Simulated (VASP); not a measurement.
A run of VASP 6.6.1 is set up as follows.

File INCAR:

```
  PREC = Accurate
  ENCUT = 520
  EDIFF = 1E-7
  ISMEAR = 0
  SIGMA = 0.2
  LREAL = False
  LASPH = True
  NELM = 60
  ALGO = Fast
  ISIF = 2
  LWAVE = False
  LCHARG = False
  GGA = PE
  NBANDS = 41
```

KPOINTS

```
regular mesh
0
Gamma
  8 8 2
```

File POSCAR:

```
Al3B2W
1.0
    0.0000000000      3.2367442092      0.0000000000
   -4.6393052349     -1.6183721046      0.0008673062
    1.3309835391      0.0000000000      9.6712242891
Al B W
6 4 2
Direct
    0.8419521212      0.6839042423      0.4240541548
    0.3419521212      0.6839042423      0.9240541548
    0.6539473711      0.3078947421      0.0773952353
    0.1539473711      0.3078947421      0.5773952353
    0.1155025204      0.2310050408      0.2950546872
    0.6155025204      0.2310050408      0.7950546872
    0.5389468930      0.0778937859      0.4211278456
    0.0389468930      0.0778937859      0.9211278456
    0.9663565032      0.9327130063      0.0755586917
    0.4663565032      0.9327130063      0.5755586917
    0.3832945313      0.7665890626      0.2068093854
    0.8832945313      0.7665890626      0.7068093854
```

Potentials or basis: VASP PAW PBE potentials, release 64 (Al, B, W_sv).

Launch:

```bash
$ cat potpaw_PBE.64/Al/POTCAR potpaw_PBE.64/B/POTCAR potpaw_PBE.64/W_sv/POTCAR > POTCAR
$ mpirun -np 1 vasp_std > vasp.out
```

Q: What does it give for the band gap on the k mesh?

A: Zero (bands 29 and 30 overlap by 1.71 eV).

Q: What does it give for the largest force?

A: 0.020 eV/Å.

Stress tensor (GPa, compression positive):
```
 0.06  0.00  0.04
 0.00  0.34  0.00
 0.04  0.00 -0.26
```

Caveat: spin-orbit coupling is left out, which moves the levels of the heavy elements.
